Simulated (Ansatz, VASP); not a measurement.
SnO in VASP and in Ansatz

```
Sn O
1.0
     3.81370    0.00000    0.00000
     0.00000    3.81370    0.00000
     0.00000    0.00000    4.88691
Sn O
2 2
Cartesian
  1.9068 0.0000 3.7367
  0.0000 1.9068 1.1503
  0.0000 0.0000 0.0000
  1.9068 1.9068 0.0000
```

Alike in both runs: functional RPBE; k mesh 7 × 7 × 6; occupations fermi-dirac, width 0.05 eV; no spin polarisation.

```csv
,VASP,Ansatz
version,VASP 6.6.1,Ansatz 0.2.0
potentials or method,"VASP PAW PBE potentials, release 64 (Sn_d, O)",Ansatz PAW
plane-wave cutoff (eV),520,420
valence electrons in the cell,40,40
task,single point,band structure
```

|  | VASP | Ansatz | Ansatz less VASP |
| --- | --- | --- | --- |
| gap on the k mesh at the Fermi level (eV) | 0.37 | 0.36 | -0.012 |
| least direct gap on the mesh (eV) | 2.06 | 2.09 | +0.031 |
| pressure (GPa) | 6.5 | 6.2 | -0.26 |
| traceless stress, the component that is largest in VASP (GPa) | -0.91 | -0.93 | -0.020 |
| rms of the force components (eV/Å) | 0.263 | 0.226 | -0.0365 |

VASP's potentials were made for PBE, not for RPBE. Atom by atom the forces differ by 0.037 eV/Å (rms over components).

Noted on Ansatz's run: the k mesh misses the band edges, so the gap on the mesh is wider than the one along the path.
